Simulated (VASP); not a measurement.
# CuO (Cccm) in VASP: notebook, part 2 of 2

VASP 6.6.1.

### 3 Single point, PBEsol+U

This run uses another cell than the first one, of 10.69 Å³/atom.

INCAR

```
SYSTEM = CuO
  PREC = Accurate
  ENCUT = 520
  EDIFF = 1E-6
  ISMEAR = -1
  SIGMA = 0.05
  LREAL = .FALSE.
  LASPH = .TRUE.
  NELM = 150
  ALGO = Normal
  ISIF = 2
  LWAVE = .FALSE.
  LCHARG = .TRUE.
  LMAXMIX = 4
  LDAU = .TRUE.
  LDAUTYPE = 2
  LDAUL = 2 -1
  LDAUU = 1 0
  LDAUJ = 0 0
  LDAUPRINT = 1
  GGA = PS
  LELF = .TRUE.
  LVHAR = .TRUE.
  NBANDS = 25
```

KPOINTS

```
Automatic mesh
0
G
  9 9 5
  0 0 0
```

POSCAR

```
CuO
1.0
    2.0444369516     -2.0537295521      0.0000000000
    2.0444369516      2.0537295521      0.0000000000
    0.0000000000      0.0000000000      5.0943042544
Cu O
2 2
Direct
    0.5000000000      0.0000000000      0.0000000000
    0.0000000000      0.5000000000      0.5000000000
    0.5000000000      0.5000000000      0.2500000000
    0.5000000000      0.5000000000      0.7500000000
```

Potentials or basis: VASP PAW PBE potentials, release 64 (Cu, O).

Run with:

```
$ cat potpaw_PBE.64/Cu/POTCAR potpaw_PBE.64/O/POTCAR > POTCAR
$ mpirun -np 1 vasp_std > vasp.out
```

OUTCAR:

```text
SYSTEM = CuO
   PREC = Accurate
   ENCUT = 520
   EDIFF = 1E-6
   ISMEAR = -1
   LREAL = .FALSE.
   LASPH = .TRUE.
   NELM = 150
   ISIF = 2
   GGA = PS

 ion  position               nearest neighbor table
   1  0.500  0.000  0.000-   3 1.93   4 1.93   3 1.93   4 1.93
   2  0.000  0.500  0.500-   3 1.93   4 1.93   3 1.93   4 1.93
   3  0.500  0.500  0.250-   1 1.93   2 1.93   1 1.93   2 1.93
   4  0.500  0.500  0.750-   1 1.93   2 1.93   1 1.93   2 1.93

  LATTYP: Found a base centered orthorhombic cell.
 ALAT       =     4.0888739032
 B/A-ratio  =     1.0045453104
 C/A-ratio  =     1.2458941936

  Lattice vectors:

 A1 = (   2.0444369516,  -2.0537295521,   0.0000000000)
 A2 = (   2.0444369516,   2.0537295521,   0.0000000000)
 A3 = (   0.0000000000,   0.0000000000,   5.0943042544)

Analysis of symmetry for initial positions (statically):
=====================================================================
 Subroutine PRICEL returns:
 Original cell was already a primitive cell.

 Routine SETGRP: Setting up the symmetry group for a
 base centered orthorhombic supercell.

 Subroutine GETGRP returns: Found  8 space group operations
 (whereof  4 operations were pure point group operations)
 out of a pool of  8 trial point group operations.

The static configuration has the point symmetry C_2h.
[... 217 lines left out ...]
  o =  0.7875  v =  0.0000  0.0000  0.0000  0.0000  0.0000  0.0000  0.7087 -0.0000 -0.7055 -0.0000      0.0000  0.0000  0.0000  0.0000  0.0000  0.0000  0.0000  0.0000  0.0000  0.0000
  o =  0.9221  v =  0.9032  0.0000 -0.4293  0.0000  0.0013  0.0000  0.0000  0.0000  0.0000  0.0000      0.0000  0.0000  0.0000  0.0000  0.0000  0.0000  0.0000  0.0000  0.0000  0.0000
  o =  0.9221  v =  0.0000  0.0000  0.0000  0.0000  0.0000  0.9032  0.0000 -0.4293  0.0000  0.0013      0.0000  0.0000  0.0000  0.0000  0.0000  0.0000  0.0000  0.0000  0.0000  0.0000
  o =  0.9543  v =  0.0015  0.0000  0.0003  0.0000 -1.0000  0.0000  0.0000  0.0000  0.0000  0.0000      0.0000  0.0000  0.0000  0.0000  0.0000  0.0000  0.0000  0.0000  0.0000  0.0000
  o =  0.9543  v =  0.0000  0.0000  0.0000  0.0000  0.0000  0.0015  0.0000  0.0003  0.0000 -1.0000      0.0000  0.0000  0.0000  0.0000  0.0000  0.0000  0.0000  0.0000  0.0000  0.0000
  o =  0.9547  v =  0.0000 -0.7055  0.0000 -0.7087 -0.0000  0.0000  0.0000  0.0000  0.0000  0.0000      0.0000  0.0000  0.0000  0.0000  0.0000  0.0000  0.0000  0.0000  0.0000  0.0000
  o =  0.9547  v =  0.0000  0.0000  0.0000  0.0000  0.0000  0.0000 -0.7055  0.0000 -0.7087 -0.0000      0.0000  0.0000  0.0000  0.0000  0.0000  0.0000  0.0000  0.0000  0.0000  0.0000
  o =  0.9702  v =  0.0000  0.0000  0.0000  0.0000  0.0000 -0.4293 -0.0000 -0.9032 -0.0000 -0.0009      0.0000  0.0000  0.0000  0.0000  0.0000  0.0000  0.0000  0.0000  0.0000  0.0000
  o =  0.9702  v = -0.4293 -0.0000 -0.9032 -0.0000 -0.0009  0.0000  0.0000  0.0000  0.0000  0.0000      0.0000  0.0000  0.0000  0.0000  0.0000  0.0000  0.0000  0.0000  0.0000  0.0000

 number of electron      33.9999968 magnetization

 Free energy of the ion-electron system (eV)
  ---------------------------------------------------
  ext. energy  EPLUGINS =         0.00000000
  ---------------------------------------------------
  free energy    TOTEN  =       -20.76318050 eV

  energy without entropy =      -20.74445531  energy(sigma->0) =      -20.75381790

 E-fermi :   5.0656     XC(G=0): -11.7759

 val. band max:        5.0264977719   @ k =   0.4444   0.4444   0.4000
 cond. band min:       5.1181700859   @ k =   0.4444   0.2222   0.4000
 fundamental gap:      0.0916723140
 Fermi energy:         5.0655998075

 k-point     1 :       0.0000    0.0000    0.0000
  band No.  band energies     occupation
      1     -14.9003      2.00000
      2     -13.4694      2.00000
      3      -3.4086      2.00000
      4      -0.6313      2.00000
      5      -0.6216      2.00000
      6       1.0217      2.00000
[... 661 lines left out ...]
     24      16.3816      0.00000
     25      17.0331      0.00000

 [... further k-points ...]
[... 5 lines left out ...]
  --------------------------------------------------------------------------------------
  -------------------------------------------------------------------------------------
  Total       -0.1127270     -0.1264722     -0.0884571     -0.0000000      0.0000000      0.0000000
  in kB       -4.2218886     -4.7366775     -3.3129235     -0.0000000      0.0000000      0.0000000
  external PRESSURE =      -4.0904965 kB  Pullay stress =       0.0000000 kB

 VOLUME and BASIS-vectors are now :
 -----------------------------------------------------------------------------
  energy-cutoff  :      520.00
  volume of cell :       42.78
      direct lattice vectors                 reciprocal lattice vectors
     2.044436952 -2.053729552  0.000000000     0.244566114 -0.243459515  0.000000000
     2.044436952  2.053729552  0.000000000     0.244566114  0.243459515  0.000000000
     0.000000000  0.000000000  5.094304254     0.000000000  0.000000000  0.196297659

 POSITION                                       TOTAL-FORCE (eV/Angst)
 -----------------------------------------------------------------------------------
      1.02222     -1.02686      0.00000         0.000000      0.000000      0.000000
      1.02222      1.02686      2.54715        -0.000000      0.000000      0.000000
      2.04444      0.00000      1.27358        -0.000000     -0.000000     -0.000000
      2.04444      0.00000      3.82073        -0.000000     -0.000000      0.000000
 -----------------------------------------------------------------------------------
    total drift:                                0.000000     -0.000000     -0.000000

  FREE ENERGIE OF THE ION-ELECTRON SYSTEM (eV)
  ---------------------------------------------------
  free  energy   TOTEN  =       -20.7631804986 eV

  energy  without entropy=      -20.7444553087  energy(sigma->0) =      -20.75381790
```

It took 1.8 min on 1 thread of Intel Xeon 8259CL, shared host; peak memory 0.2 GiB.

Results:

```
Free energy            : -20.7632 eV
Pressure               : -0.4 GPa
Band gap on the k mesh : zero (bands 17 and 18 overlap by 1.00 eV)
```

Stress tensor (GPa, compression positive):
```
-0.42  0.00  0.00
 0.00 -0.47  0.00
 0.00  0.00 -0.33
```

Eigenvalues of the final occupation matrices:
| site | spin | trace | eigenvalues |
| --- | --- | --- | --- |
| site 1 d | 1 | 4.59 | 0.79 0.92 0.95 0.95 0.97 |
| site 1 d | 2 | 4.59 | 0.79 0.92 0.95 0.95 0.97 |
| site 2 d | 1 | 4.59 | 0.79 0.92 0.95 0.95 0.97 |
| site 2 d | 2 | 4.59 | 0.79 0.92 0.95 0.95 0.97 |

Caveat: the PAW data sets were made with another functional, which shifts forces and pressure a little; U without spin polarisation on a metal has little footing.

### 4 Single point, PBEsol+U

This run uses another cell than the first one, of 10.73 Å³/atom.

INCAR

```
SYSTEM = CuO
PREC = Accurate
ENCUT = 520
EDIFF = 1E-7
ISMEAR = -1
SIGMA = 0.05
LREAL = .False.
LASPH = .True.
NELM = 150
ALGO = Normal
ISIF = 2
LWAVE = .False.
LCHARG = .False.
LMAXMIX = 4
LDAU = .True.
LDAUTYPE = 2
LDAUL = 2 -1
LDAUU = 2 0
LDAUJ = 0 0
LDAUPRINT = 1
GGA = PS
NBANDS = 25
```

KPOINTS

```
Automatic mesh
0
Gamma
  9 9 5
  0 0 0
```

POSCAR

```
CuO
1.0
    2.0450514457     -2.0569697778      0.0000000000
    2.0450514457      2.0569697778      0.0000000000
    0.0000000000      0.0000000000      5.0997023077
Cu O
2 2
Direct
    0.5000000000      0.0000000000      0.0000000000
    0.0000000000      0.5000000000      0.5000000000
    0.5000000000      0.5000000000      0.2500000000
    0.5000000000      0.5000000000      0.7500000000
```

Run with:

```
$ cat potpaw_PBE.64/Cu/POTCAR potpaw_PBE.64/O/POTCAR > POTCAR
$ mpirun -np 1 vasp_std > vasp.out
```

It took 2.1 min on 1 thread of Intel Xeon 8259CL, shared host; peak memory 0.2 GiB.

Results (log left out):

```
Free energy            : -20.0644 eV
Pressure               : -1.6 GPa
Band gap on the k mesh : zero (bands 17 and 18 overlap by 1.00 eV)
```

Stress tensor (GPa, compression positive):
```
-1.47  0.00  0.00
 0.00 -1.54  0.00
 0.00  0.00 -1.73
```

Levels at points of the mesh, in eV from the Fermi level:
| k point | band 13 | band 14 | band 15 | band 16 | band 17 | band 18 | band 19 | band 20 | band 21 | band 22 |
| --- | --- | --- | --- | --- | --- | --- | --- | --- | --- | --- |
| (0.00, 0.00, 0.00) | -2.83 | -2.75 | -2.46 | -2.26 | 0.72 | 0.73 | 1.54 | 6.22 | 7.52 | 13.33 |

Eigenvalues of the final occupation matrices:
| site | spin | trace | eigenvalues |
| --- | --- | --- | --- |
| site 1 d | 1 | 4.60 | 0.79 0.93 0.96 0.96 0.97 |
| site 1 d | 2 | 4.60 | 0.79 0.93 0.96 0.96 0.97 |
| site 2 d | 1 | 4.60 | 0.79 0.93 0.96 0.96 0.97 |
| site 2 d | 2 | 4.60 | 0.79 0.93 0.96 0.96 0.97 |

Caveat: the PAW data sets were made with another functional, which shifts forces and pressure a little; U without spin polarisation on a metal has little footing.

### 5 The runs side by side

```csv
level,U,cell,gap on the mesh (eV),pressure (GPa)
PBEsol,-,"a = 2.896, b = 2.896, c = 5.089 Å, angles 90.0, 90.0, 90.2°, 4 atoms",none,0.8
PBEsol+U,Cu d U = 1.0 eV,"a = 2.898, b = 2.898, c = 5.094 Å, angles 90.0, 90.0, 90.3°, 4 atoms",none,-0.4
PBEsol+U,Cu d U = 2.0 eV,"a = 2.901, b = 2.901, c = 5.100 Å, angles 90.0, 90.0, 90.3°, 4 atoms",none,-1.6
```

Alike in all rows: task single point; potentials or basis VASP PAW PBE potentials, release 64 (Cu, O); no spin polarisation; k mesh 9 × 9 × 5; cutoff (eV) 520; smearing fermi-dirac 0.05 eV.

Caveats: the PAW data sets were made with another functional, which shifts forces and pressure a little; U without spin polarisation on a metal has little footing (at least some runs); semilocal functionals often make such compounds metallic where correlation or magnetic order opens a gap, which also shifts bond lengths (at least some runs).

Absolute energies hang on the potentials; compare differences alone.
